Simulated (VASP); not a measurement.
Here is a VASP 6.6.1 calculation.

File INCAR:

```
ALGO     = Normal         # electronic algorithm
DIPOL    = 0.5 0.5 0.353
EDIFF    = 1E-7           # SCF threshold, eV
EDIFFG   = -0.025         # ionic threshold
ENCUT    = 450            # plane-wave cutoff, eV
GGA      = PE             # functional
GGA_COMPAT= F            
IBRION   = 2              # ionic algorithm
IDIPOL   = 3            
ISIF     = 2              # what is computed and relaxed
ISMEAR   = 0              # smearing method
KPAR     = 4            
LASPH    = T              # aspherical terms in the spheres
LCHARG   = F              # write CHGCAR
LDIPOL   = T            
LREAL    = F              # projectors in reciprocal space
LWAVE    = F              # write WAVECAR
NELM     = 120            # most SCF steps
NELMDL   = -8           
NELMIN   = 4            
NSW      = 36             # ionic steps
PREC     = Accurate       # precision mode
SIGMA    = 0.1            # smearing width, eV
```

The input KPOINTS:

```
k-points
0
Gamma
  9 6 1
```

POSCAR

```
Ti6Si
1.0
    2.9381632085      0.0000000000      0.0000000000
    0.0000000000      4.6504654182      0.0000000000
    0.0000000000      0.0000000000     21.2842242132
Ti Si
6 1
Selective dynamics
Direct
    0.0000000000      0.7500000000      0.1879326190  F F F
    0.5000000000      0.2500000000      0.2277825403  F F F
    0.5000000000      0.7500000000      0.3074823829  F F F
    0.0000000000      0.2500000000      0.3461291980  F F F
    0.0000000000      0.7500000000      0.4220680070  F F F
    0.5000000000      0.2500000000      0.4596937203  F F F
    0.5000000000      0.7500000000      0.5198534417  F F T
```

Potentials or basis: VASP PAW PBE potentials, release 64 (Ti_sv, Si).

Run with:

```bash
$ cat potpaw_PBE.64/Ti_sv/POTCAR potpaw_PBE.64/Si/POTCAR > POTCAR
$ mpirun -np 4 vasp_std > vasp.out
```

Task: Estimate the band gap on the k mesh.

Result: Zero (bands 38 and 39 overlap by 0.57 eV).

Task: Predict the energy gained by relaxing.

Result: 2.8 meV/atom.

Step by step:
```tsv
step	energy change (eV)	largest force on free atoms (eV/Å)	pressure (GPa)
1	0.0000	0.5323	-0.24
2	-0.0112	0.3412	-0.39
3	-0.0196	0.0179	-0.67
```
